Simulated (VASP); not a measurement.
# CuO (Cccm) in VASP: notebook

CuO is run at these levels: PBEsol; tasks: single point.

Everything below comes from runs of VASP 6.6.1. Logs are shortened: lines on timing, memory, paths and dates and some standing lists are left out, and cuts for length are marked.

### 1 The cell of the first run

It takes space group Cccm (No. 66, orthorhombic). Conventional cell: a = 3.982 Å, b = 4.307 Å, c = 5.156 Å, α = 90.00°, β = 90.00°, γ = 90.00°. Cu (site symmetry 2/m) has 4 O at 1.95 Å within 2.6 Å. Within 2.6 Å of O (site symmetry 222) lie 4 Cu at 1.95 Å and 2 O at 2.58 Å.

### 2 Single point, PBEsol

Input file INCAR:

```
SYSTEM = CuO
ALGO = Normal ; EDIFF = 1E-6
ENCUT = 820 ; GGA = PS
GGA_COMPAT = .False. ; ISIF = 2
ISMEAR = 0 ; LASPH = .True.
LCHARG = .False. ; LREAL = .False.
LWAVE = .False. ; NBANDS = 33
NELM = 120 ; PREC = Accurate
SIGMA = 0.1
```

Input file KPOINTS:

```
k-points
0
Gamma
  6 6 4
  0 0 0
```

Input file POSCAR:

```
CuO
1.0
    1.9909680000     -2.1535500000      0.0000000000
    1.9909680000      2.1535500000      0.0000000000
    0.0000000000      0.0000000000      5.1559280000
Cu O
2 2
Direct
    0.0000000000      0.5000000000      0.0000000000
    0.5000000000      0.0000000000      0.5000000000
    0.5000000000      0.5000000000      0.2500000000
    0.5000000000      0.5000000000      0.7500000000
```

Potentials or basis: VASP PAW PBE potentials, release 64 (Cu_sv_GW, O).

On the command line:

```bash
$ cat potpaw_PBE.64/Cu_sv_GW/POTCAR potpaw_PBE.64/O/POTCAR > POTCAR
$ mpirun -np 1 vasp_std > vasp.out
```

OUTCAR:

```text
SYSTEM = CuO
   EDIFF = 1E-6
   ENCUT = 820
   GGA = PS
   ISIF = 2
   ISMEAR = 0
   LASPH = .True.
   LREAL = .False.
   NELM = 120
   PREC = Accurate

 ion  position               nearest neighbor table
   1  0.000  0.500  0.000-   3 1.95   4 1.95   3 1.95   4 1.95
   2  0.500  0.000  0.500-   3 1.95   4 1.95   3 1.95   4 1.95
   3  0.500  0.500  0.250-   1 1.95   2 1.95   2 1.95   1 1.95
   4  0.500  0.500  0.750-   1 1.95   2 1.95   2 1.95   1 1.95

  LATTYP: Found a base centered orthorhombic cell.
 ALAT       =     3.9819360000
 B/A-ratio  =     1.0816597755
 C/A-ratio  =     1.2948294498

  Lattice vectors:

 A1 = (   1.9909680000,  -2.1535500000,   0.0000000000)
 A2 = (   1.9909680000,   2.1535500000,   0.0000000000)
 A3 = (   0.0000000000,   0.0000000000,   5.1559280000)

Analysis of symmetry for initial positions (statically):
=====================================================================
 Subroutine PRICEL returns:
 Original cell was already a primitive cell.

 Routine SETGRP: Setting up the symmetry group for a
 base centered orthorhombic supercell.

 Subroutine GETGRP returns: Found  8 space group operations
 (whereof  4 operations were pure point group operations)
 out of a pool of  8 trial point group operations.

The static configuration has the point symmetry C_2h.
 The point group associated with its full space group is D_2h.

Analysis of symmetry for dynamics (positions and initial velocities):
=====================================================================
 Subroutine PRICEL returns:
 Original cell was already a primitive cell.

 Routine SETGRP: Setting up the symmetry group for a
 base centered orthorhombic supercell.

 Subroutine GETGRP returns: Found  8 space group operations
 (whereof  4 operations were pure point group operations)
 out of a pool of  8 trial point group operations.

The dynamic configuration has the point symmetry C_2h.
 The point group associated with its full space group is D_2h.

 Subroutine INISYM returns: Found  8 space group operations
 (whereof  4 operations are pure point group operations),
 and found     1 'primitive' translations

----------------------------------------------------------------------------------------

                                     Primitive cell

  volume of cell :      44.2136

  direct lattice vectors                    reciprocal lattice vectors
     1.990968000 -2.153550000  0.000000000     0.251134122 -0.232174781  0.000000000
     1.990968000  2.153550000  0.000000000     0.251134122  0.232174781  0.000000000
     0.000000000  0.000000000  5.155928000     0.000000000  0.000000000  0.193951506

  length of vectors
     2.932870809  2.932870809  5.155928000     0.342013854  0.342013854  0.193951506

  position of ions in fractional coordinates (direct lattice)
     0.000000000  0.500000000  0.000000000
     0.500000000  0.000000000  0.500000000
     0.500000000  0.500000000  0.250000000
     0.500000000  0.500000000  0.750000000

  ion indices of the primitive-cell ions
   primitive index   ion index
                 1           1
                 2           2
                 3           3
                 4           4

----------------------------------------------------------------------------------------

 KPOINTS: k-points

Automatic generation of k-mesh.
 Grid dimensions read from file:
 generate k-points for:    6    6    4

 Generating k-lattice:

  Cartesian coordinates                     Fractional coordinates (reciprocal lattice)
     0.041855687 -0.038695797  0.000000000     0.166666667  0.000000000  0.000000000
     0.041855687  0.038695797  0.000000000     0.000000000  0.166666667  0.000000000
     0.000000000  0.000000000  0.048487876     0.000000000  0.000000000  0.250000000

  Length of vectors
     0.057002309  0.057002309  0.048487876

  Shift w.r.t. Gamma in fractional coordinates (k-lattice)
     0.000000000  0.000000000  0.000000000

 Subroutine IBZKPT returns following result:
 ===========================================

 Found     39 irreducible k-points:

 Following reciprocal coordinates:
            Coordinates               Weight
  0.000000  0.000000  0.000000      1.000000
  0.166667  0.000000  0.000000      4.000000
  0.333333  0.000000  0.000000      4.000000
  0.500000  0.000000  0.000000      2.000000
  0.166667  0.166667  0.000000      2.000000
  0.333333  0.166667  0.000000      4.000000
[... 16 lines left out ...]
  0.333333  0.333333  0.250000      4.000000
  0.500000  0.333333  0.250000      8.000000
 [... further k-points ...]
   k-points           NKPTS =     39   k-points in BZ     NKDIM =     39   number of bands    NBANDS=     33
   number of dos      NEDOS =    301   number of ions     NIONS =      4
   total plane-waves  NPLWV =  37632
   dimension x,y,z NGX =    28 NGY =   28 NGZ =   48
   dimension x,y,z NGXF=    56 NGYF=   56 NGZF=   96
   ions per type =               2   2
   NGX,Y,Z   is equivalent  to a cutoff of  15.87, 15.87, 15.48 a.u.
   NGXF,Y,Z  is equivalent  to a cutoff of  31.74, 31.74, 30.95 a.u.
 SYSTEM =  CuO
   PREC   = accura    normal or accurate (medium, high low for compatibility)
   ISTART =      0    job   : 0-new  1-cont  2-samecut
   ICHARG =      2    charge: 1-file 2-atom 10-const
   ISPIN  =      1    spin polarized calculation?
   LNONCOLLINEAR =      F non collinear calculations
   LSORBIT =      F    spin-orbit coupling
   LASPH  =      T    aspherical Exc in radial PAW
   ENCUT  =  820.0 eV  60.27 Ry    7.76 a.u.   6.85  6.85 12.04*2*pi/ulx,y,z
   NELM   =    120;   NELMIN=  2; NELMDL= -5     # of ELM steps
   EDIFF  = 0.1E-05   stopping-criterion for ELM
   LREAL  =      F    real-space projection
   EDIFFG = 0.1E-04   stopping-criterion for IOM
   NSW    =      0    number of steps for IOM
   IBRION =     -1    ionic relax: 0-MD 1-quasi-New 2-CG
   NFREE  =      0    steps in history (QN), initial steepest desc. (CG)
   ISIF   =      2    stress and relaxation
   ISYM   =      2    0-nonsym 1-usesym 2-fastsym
   POTIM  = 0.5000    time-step for ionic-motion
   TEBEG  =    0.0;   TEEND  =   0.0 temperature during run
   PSTRESS=    0.0 pullay stress
   NELECT =      50.0000    total number of electrons
   NUPDOWN=      -1.0000    fix difference up-down
   EMIN   =  10.00;   EMAX   =-10.00  energy-range for DOS
   EFERMI =   0.00;   METHOD = LEGACY
   ISMEAR =     0;   SIGMA  =   0.10  broadening in eV -4-tet -1-fermi 0-gaus
   EFERMI_NEDOS =   21; number of points for ismear=-14 and -15
   IALGO  =     38    algorithm
   IMIX   =      4    mixing-type and parameters
     AMIX     =   0.40;   BMIX     =  1.00
     AMIX_MAG =   1.60;   BMIX_MAG =  1.00
  volume/ion in A,a.u.               =      11.05        74.59
  Fermi-wavevector in a.u.,A,eV,Ry     =   1.705609  3.223134 39.580735  2.909102
  Thomas-Fermi vector in A             =   2.784798
   LORBIT       =      0    0 simple, 1 ext, 2 COOP (PROOUT), +10 PAW based schemes
   GGA     = PS    functional components
   LHFCALC =     F    Hartree Fock is set to
   AEXX    =    0.0000 exact exchange contribution
   IVDW    =     0    specifies the selected vdW correction
   LEPSILON=     F    determine dielectric tensor
   LRPA    =     F    only Hartree local field effects (RPA)
 non-spin polarized calculation
 Gauss-broadening in eV      SIGMA  =   0.10
  energy-cutoff  :      820.00
  volume of cell :       44.21
 maximum number of plane-waves:      2384
   NGX = 13   NGY = 13   NGZ = 25

 number of electron      49.9999989 magnetization

 Free energy of the ion-electron system (eV)
  ---------------------------------------------------
  ext. energy  EPLUGINS =         0.00000000
  ---------------------------------------------------
  free energy    TOTEN  =       -21.65330778 eV

  energy without entropy =      -21.64496905  energy(sigma->0) =      -21.64913842

 E-fermi :   4.7846     XC(G=0): -11.9522

 val. band max:        4.7678709082   @ k =   0.3333   0.1667   0.5000
 cond. band min:       4.8184795319   @ k =  -0.3333   0.1667   0.5000
 fundamental gap:      0.0506086236
 Fermi energy:         4.7846371785

 k-point     1 :       0.0000    0.0000    0.0000
  band No.  band energies     occupation
      1    -107.6197      2.00000
      2    -107.6193      2.00000
      3     -65.2665      2.00000
      4     -65.2661      2.00000
      5     -65.2288      2.00000
      6     -65.2233      2.00000
[... 25 lines left out ...]
     32      19.2205      0.00000
     33      19.5526      0.00000

 k-point     2 :       0.1667    0.0000    0.0000
  band No.  band energies     occupation
      1    -107.6195      2.00000
      2    -107.6191      2.00000
      3     -65.2693      2.00000
      4     -65.2661      2.00000
      5     -65.2282      2.00000
      6     -65.2233      2.00000
[... 25 lines left out ...]
     32      19.4645      0.00000
     33      19.6552      0.00000

 k-point     3 :       0.3333    0.0000    0.0000
  band No.  band energies     occupation
      1    -107.6193      2.00000
      2    -107.6190      2.00000
      3     -65.2754      2.00000
      4     -65.2659      2.00000
      5     -65.2267      2.00000
      6     -65.2239      2.00000
[... 25 lines left out ...]
     32      18.4281      0.00000
     33      19.8880      0.00000

 k-point     4 :       0.5000    0.0000    0.0000
  band No.  band energies     occupation
      1    -107.6190      2.00000
      2    -107.6189      2.00000
      3     -65.2784      2.00000
      4     -65.2658      2.00000
      5     -65.2254      2.00000
      6     -65.2247      2.00000
[... 673 lines left out ...]
     32      17.5324      0.00000
     33      19.2030      0.00000

 k-point    23 :       0.3333    0.3333    0.2500
  band No.  band energies     occupation
      1    -107.6187      2.00000
      2    -107.6186      2.00000
      3     -65.2755      2.00000
      4     -65.2741      2.00000
      5     -65.2247      2.00000
      6     -65.2243      2.00000
[... 25 lines left out ...]
     32      16.0832      0.00000
     33      18.2033      0.00000

 k-point    24 :       0.5000    0.3333    0.2500
  band No.  band energies     occupation
      1    -107.6186      2.00000
      2    -107.6184      2.00000
      3     -65.2780      2.00000
      4     -65.2745      2.00000
      5     -65.2245      2.00000
      6     -65.2240      2.00000
[... 25 lines left out ...]
     32      16.6822      0.00000
     33      18.1752      0.00000

 [... further k-points ...]

------------------------ aborting loop because EDIFF is reached ----------------------------------------

  FORCE on cell =-STRESS in cart. coord.  units (eV):
  Direction    XX          YY          ZZ          XY          YZ          ZX
  --------------------------------------------------------------------------------------
  -------------------------------------------------------------------------------------
  Total       -1.5126273     -1.9357378     -2.2584585      0.0000000      0.0000000      0.0000000
  in kB      -54.8133605    -70.1456983    -81.8401888      0.0000000      0.0000000      0.0000000
  external PRESSURE =     -68.9330825 kB  Pullay stress =       0.0000000 kB

 VOLUME and BASIS-vectors are now :
 -----------------------------------------------------------------------------
  energy-cutoff  :      820.00
  volume of cell :       44.21
      direct lattice vectors                 reciprocal lattice vectors
     1.990968000 -2.153550000  0.000000000     0.251134122 -0.232174781  0.000000000
     1.990968000  2.153550000  0.000000000     0.251134122  0.232174781  0.000000000
     0.000000000  0.000000000  5.155928000     0.000000000  0.000000000  0.193951506

 POSITION                                       TOTAL-FORCE (eV/Angst)
 -----------------------------------------------------------------------------------
      0.99548      1.07678      0.00000         0.000000     -0.000000      0.000000
      0.99548     -1.07678      2.57796         0.000000     -0.000000      0.000000
      1.99097      0.00000      1.28898         0.000000      0.000000      0.000000
      1.99097      0.00000      3.86695         0.000000     -0.000000     -0.000000
 -----------------------------------------------------------------------------------
    total drift:                                0.000000      0.000000      0.000000

  FREE ENERGIE OF THE ION-ELECTRON SYSTEM (eV)
  ---------------------------------------------------
  free  energy   TOTEN  =       -21.6533077811 eV

  energy  without entropy=      -21.6449690500  energy(sigma->0) =      -21.64913842
```

Run time: 1.9 min. Hardware: 1 thread of Intel Xeon 6975P-C (Granite Rapids), shared host; peak memory 0.26 GiB.

Results:

```
Free energy            : -21.6533 eV
Pressure               : -6.9 GPa
Band gap on the k mesh : zero (bands 25 and 26 overlap by 1.10 eV)
```

Caveat: the cell stands under tension; the PAW data sets were made with another functional, which shifts forces and pressure a little; semilocal functionals often make such compounds metallic where correlation or magnetic order opens a gap, which also shifts bond lengths.

### 3 Single point, PBEsol, collinear spin

Input file INCAR:

```
PREC     = Accurate       # precision mode
ENCUT    = 820            # plane-wave cutoff, eV
EDIFF    = 1E-6           # SCF threshold, eV
ISMEAR   = 0              # smearing method
SIGMA    = 0.1            # smearing width, eV
LREAL    = F              # projectors in reciprocal space
LASPH    = T              # aspherical terms in the spheres
NELM     = 200            # most SCF steps
ALGO     = Normal         # electronic algorithm
ISIF     = 2              # what is computed and relaxed
LWAVE    = F              # write WAVECAR
LCHARG   = F              # write CHGCAR
ISPIN    = 2              # spin polarisation
MAGMOM   = 1 1 0 0        # initial moments
LORBIT   = 11             # projections on sites
LMAXMIX  = 4              # l up to which the mixer works
GGA      = PS             # functional
NBANDS   = 37             # bands
GGA_COMPAT= F
```

Input file KPOINTS:

```
Automatic mesh
0
Gamma
  6 6 4
```

POSCAR is that of step 2.

Potentials or basis: VASP PAW PBE potentials, release 64 (Cu_sv_GW, O).

On the command line:

```bash
$ cat potpaw_PBE.64/Cu_sv_GW/POTCAR potpaw_PBE.64/O/POTCAR > POTCAR
$ mpirun -np 1 vasp_std > vasp.out
```

Wall time 4.5 min (1 thread of Intel Xeon Platinum 8259CL at 2.50GHz (Skylake/Cascade Lake), shared host); peak memory 0.35 GiB.

Results (log left out):

- Free energy: -21.6533 eV
- Pressure: -6.9 GPa
- Band gap on the k mesh: zero (filled and empty bands overlap)
- Net moment: 0.00 μB per cell
- Valence electrons inside the program's atomic spheres: Cu 17.48; O 4.93

Stress tensor (GPa, compression positive):
```
-5.51  0.00  0.00
 0.00 -7.04  0.00
 0.00  0.00 -8.20
```

Levels at points of the mesh, in eV from the Fermi level:
Spin up:
```
           k point  band 21  band 22  band 23  band 24  band 25  band 26  band 27  band 28  band 29  band 30
(0.00, 0.00, 0.00)    -2.37    -2.36    -2.29    -1.90     0.57     0.75     1.31     5.93     7.19    13.12
(0.50, 0.00, 0.00)    -2.25    -1.87    -1.56    -1.51     0.19     0.44     3.53     5.82     6.24    10.82
(0.50, 0.50, 0.00)    -2.34    -2.32    -1.62    -1.21    -1.16     1.11     2.02     7.10     8.99    10.21
(0.00, 0.00, 0.50)    -2.28    -2.28    -1.55    -1.55     0.09     0.09     3.38     3.38    11.46    11.46
(0.50, 0.00, 0.50)    -2.35    -2.33    -2.00    -1.81    -0.17     0.66     4.19     5.80     7.97     8.57
(0.50, 0.50, 0.50)    -1.90    -1.90    -1.40    -1.40    -0.53    -0.53     3.90     3.90     9.95     9.95
```
Spin down:
```tsv
k point	band 21	band 22	band 23	band 24	band 25	band 26	band 27	band 28	band 29	band 30
(0.00, 0.00, 0.00)	-2.37	-2.36	-2.29	-1.89	0.57	0.75	1.31	5.93	7.19	13.12
(0.50, 0.00, 0.00)	-2.25	-1.87	-1.56	-1.51	0.19	0.45	3.53	5.82	6.24	10.82
(0.50, 0.50, 0.00)	-2.34	-2.32	-1.62	-1.21	-1.16	1.11	2.02	7.10	8.99	10.21
(0.00, 0.00, 0.50)	-2.28	-2.28	-1.55	-1.55	0.09	0.09	3.38	3.38	11.46	11.46
(0.50, 0.00, 0.50)	-2.35	-2.33	-2.00	-1.81	-0.17	0.66	4.19	5.80	7.97	8.57
(0.50, 0.50, 0.50)	-1.90	-1.90	-1.40	-1.40	-0.53	-0.53	3.90	3.90	9.95	9.95
```

Caveat: the cell stands under tension; the PAW data sets were made with another functional, which shifts forces and pressure a little; semilocal functionals often make such compounds metallic where correlation or magnetic order opens a gap, which also shifts bond lengths.

### 4 Single point, PBEsol

Input file INCAR:

```
ALGO = Normal
EDIFF = 1E-6
ENCUT = 820
GGA = PS
GGA_COMPAT = False
ISIF = 2
ISMEAR = 0
LASPH = True
LCHARG = True
LELF = True
LREAL = False
LVHAR = True
LWAVE = False
NBANDS = 33
NELM = 120
PREC = Accurate
SIGMA = 0.1
```

Input file KPOINTS:

```
k-points
0
Gamma
  16 16 10
```

POSCAR is that of step 3.

On the command line:

```bash
$ cat potpaw_PBE.64/Cu_sv_GW/POTCAR potpaw_PBE.64/O/POTCAR > POTCAR
$ mpirun -np 1 vasp_std > vasp.out
```

Run time: 8.2 min. Hardware: 1 thread of Intel Xeon 6975P-C (Granite Rapids), shared host; peak memory 1.1 GiB.

It converged, with:

```
Free energy            : -21.6437 eV
Pressure               : -6.8 GPa
Band gap on the k mesh : zero (bands 25 and 26 overlap by 1.09 eV)
```

Stress tensor (GPa, compression positive):
```
-5.30  0.00  0.00
 0.00 -6.90  0.00
 0.00  0.00 -8.31
```

Levels at points of the mesh, in eV from the Fermi level:
```csv
k point,band 23,band 24,band 25,band 26,band 27,band 28
"(0.00, 0.00, 0.00)",-2.28,-1.89,0.58,0.76,1.32,5.93
"(0.50, 0.00, 0.00)",-1.56,-1.51,0.21,0.45,3.54,5.82
"(0.50, 0.50, 0.00)",-1.61,-1.20,-1.15,1.12,2.03,7.11
"(0.00, 0.00, 0.50)",-1.55,-1.55,0.10,0.10,3.39,3.39
"(0.50, 0.00, 0.50)",-1.99,-1.80,-0.16,0.67,4.20,5.81
"(0.50, 0.50, 0.50)",-1.40,-1.40,-0.52,-0.52,3.91,3.91
```

Caveat: the cell stands under tension; the PAW data sets were made with another functional, which shifts forces and pressure a little; semilocal functionals often make such compounds metallic where correlation or magnetic order opens a gap, which also shifts bond lengths.

### 5 The runs side by side

```csv
spin,k mesh,gap on the mesh (eV),pressure (GPa)
off,6 × 6 × 4,none,-6.9
collinear,6 × 6 × 4,none,-6.9
off,16 × 16 × 10,none,-6.8
```

Alike in all rows: task single point; level PBEsol; potentials or basis VASP PAW PBE potentials, release 64 (Cu_sv_GW, O); cell as given; cutoff (eV) 820; smearing gaussian 0.1 eV.

Caveats: the cell stands under tension; the PAW data sets were made with another functional, which shifts forces and pressure a little; semilocal functionals often make such compounds metallic where correlation or magnetic order opens a gap, which also shifts bond lengths.

Absolute energies hang on the potentials; compare differences alone.

The gap in the log of VASP goes by the Fermi energy; the results here count the filled bands.